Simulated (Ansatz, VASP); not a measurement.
**One calculation of C, two programs**

File INCAR:

```
ALGO = Normal ; EDIFF = 1E-6
ENCUT = 600 ; GGA_COMPAT = False
ISIF = 2 ; ISMEAR = -1
LASPH = True ; LCHARG = False
LREAL = False ; LWAVE = False
NBANDS = 11 ; NELM = 120
PREC = Accurate ; SIGMA = 0.05
```

File KPOINTS:

```
k-points
0
Gamma
  13 13 13
```

File POSCAR:

```
C
1.0
    0.0000000000      1.7089748850      1.7089748850
    1.7089748850      0.0000000000      1.7089748850
    1.7089748850      1.7089748850      0.0000000000
C
2
Direct
    0.2500000000      0.2500000000      0.2500000000
    1.0000000000      1.0000000000      1.0000000000
```

The input input.yaml:

```yaml
crystal:
  lattice: { a: 3.41794977, b: 3.41794977, c: 3.41794977, alpha: 90.0, beta: 90.0, gamma: 90.0 }
  space_group: 227
  setting: { origin_choice: 1 }
  reduce_to_primitive: true
  atoms:
    - { symbol: C, wyckoff: "8a", position: [0.25, 0.25, 0.25] }
hamiltonian:
  xc: lda
  pseudopotentials: { kind: paw, accuracy: stringent, xc_functional: pbe }
kpoints:
  mp_grid: { grid: [13, 13, 13] }
scf:
  occupations: { method: fermi_dirac, width: 0.05 }
output:
  forces: true
  stress: true
  eigenvalues: true
  write_density: true
  write_potential: true
  elf: true
  volumetric_format: npy
```

Change from the starting cell: volume scaled by 0.88.

Alike in both runs: task single point; functional LDA; k mesh 13 × 13 × 13; occupations fermi-dirac, width 0.05 eV; no spin polarisation.

|  | VASP | Ansatz |
| --- | --- | --- |
| version | VASP 6.6.1 | Ansatz 0.2.0 |
| potentials or method | VASP PAW LDA potentials, release 64 (C) | SSSP precision PAW |
| plane-wave cutoff (eV) | 600 | 612 |
| valence electrons in the cell | 8 | 8 |

VASP gave:

* gap on the k mesh at the Fermi level (eV): 4.42
* least direct gap on the mesh (eV): 5.91
* pressure (GPa): 56.0

Problem. Estimate Ansatz's values.

Solution. gap on the k mesh at the Fermi level (eV): 4.44; least direct gap on the mesh (eV): 5.91; pressure (GPa): 55.9.

LDA's correlation is that of Perdew and Zunger in VASP and of Perdew and Wang (1992) in Ansatz. Both programs put the cell under a high pressure, so it lies far from rest at this level.

Noted on Ansatz's run: odd divisions of the mesh miss points on the zone boundary, where band edges often lie, so the gap on the mesh can be too wide.
